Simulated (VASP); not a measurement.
The system is CrCuO2.

```
CELL_PARAMETERS angstrom
1.51586 0.87518 5.81179
-1.51586 0.87518 5.81179
0.00000 -1.75036 5.81179
ATOMIC_POSITIONS crystal
Cr 0.50000 0.50000 0.50000
Cu 0.00000 0.00000 0.00000
O 0.10792 0.10792 0.10792
O 0.89208 0.89208 0.89208
```

Base run:

| Item | Value |
| --- | --- |
| Program | VASP 6.6.1 |
| Functional | PBEsol |
| Potentials or basis | VASP PAW PBE potentials, release 64 (Cr_pv, Cu, O) |
| Cutoff | 600 eV |
| k mesh | 11 × 11 × 11 |
| Occupations | fermi-dirac, width 0.08 eV |
| Spin | no spin polarisation |

Its results: band gap on the k mesh zero (an odd number of electrons rules out a gap without spin polarisation); pressure -19.1 GPa; largest force 0.052 eV/Å.

The run is repeated on the same cell with these changes: spin from no spin polarisation to collinear spin, ferromagnetic start; further incar settings from ALGO = Normal; EDIFF = 1e-06; NBANDS = 26 to ALGO = Normal; EDIFF = 1e-06; NBANDS = 30. What comes out?

Band gap on the k mesh 0.94 eV (least direct gap 1.09 eV); pressure -12.3 GPa; net moment 3.00 μB per cell; site moments Cr +2.86; Cu +0.02; O -0.02 μB; largest force 0.242 eV/Å.

Caveats: the PAW data sets were made with another functional, which shifts forces and pressure a little; the stress differs along the axes, from -22 to -12 GPa (at least some runs); an odd number of electrons without spin polarisation forces a metal (at least some runs); a magnetic or distorted state may lie lower (at least some runs); semilocal functionals often make such compounds metallic where correlation or magnetic order opens a gap, which also shifts bond lengths (at least some runs); the stress differs along the axes, from -16 to -10 GPa (at least some runs); an empty level that is flat over the whole mesh can mark a ghost state of the potentials, or a narrow d or f band (at least some runs).

A k mesh can miss the band edges.
